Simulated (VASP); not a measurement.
Set up this calculation in VASP 6.6.1, as the native input.

```yaml
Task: relaxation of the atoms
Functional: PBE
Potentials_or_basis: VASP PAW PBE potentials, release 64 (Ti_sv, S)
Cutoff: 520 eV
k_mesh: 9 × 7 × 1
Occupations: gaussian, width 0.1 eV
Spin: no spin polarisation
Dipole_correction: yes
Atoms_held_fixed_from_0: "[0, 1, 2, 3]"
Further_INCAR_settings: ALGO = Normal; EDIFF = 1e-07; IBRION = 2; EDIFFG = -0.025; NSW = 36
Atoms_held_along_some_axes_from_0: atom 4 along a and b
```

The structure of Ti4S lies in POSCAR:

```
Ti4S
1.0
    2.9075446931      0.0000000000      0.0000000000
    0.0000000000      4.1118891382      0.0000000000
    0.0000000000      0.0000000000     19.6535692527
Ti S
4 1
Selective dynamics
Direct
    0.5000000000      0.5000000000      0.2035253723  F F F
    0.0000000000      0.0000000000      0.2774952618  F F F
    0.5000000000      0.5000000000      0.3439484692  F F F
    0.0000000000      0.0000000000      0.4148645545  F F F
    0.5000000000      0.2000000000      0.4942394497  F F T
```

These files were run (other wordings do the same):

INCAR

```
PREC = Accurate
ENCUT = 520
EDIFF = 1E-7
ISMEAR = 0
SIGMA = 0.1
LREAL = False
LASPH = True
NELM = 60
ALGO = Normal
ISIF = 2
LWAVE = False
LCHARG = False
LDIPOL = True
IDIPOL = 3
DIPOL = 0.5 0.5 0.347
GGA = PE
IBRION = 2
NSW = 36
EDIFFG = -0.025
```

KPOINTS

```
Automatic mesh
0
Gamma
  9 7 1
```

Potentials or basis: VASP PAW PBE potentials, release 64 (Ti_sv, S).

The run is started by

```bash
$ cat potpaw_PBE.64/Ti_sv/POTCAR potpaw_PBE.64/S/POTCAR > POTCAR
$ mpirun -np 1 vasp_std > vasp.out
```

Results of the run:

```
Energy gained by relaxing : 1.8 meV/atom
Ionic steps               : 3
Band gap on the k mesh    : zero (bands 27 and 28 overlap by 0.27 eV)
```

It took 7 min on 1 thread of Intel(R) Xeon(R) Platinum 8488C (Sapphire Rapids), on a shared host, peak memory 0.41 GiB.
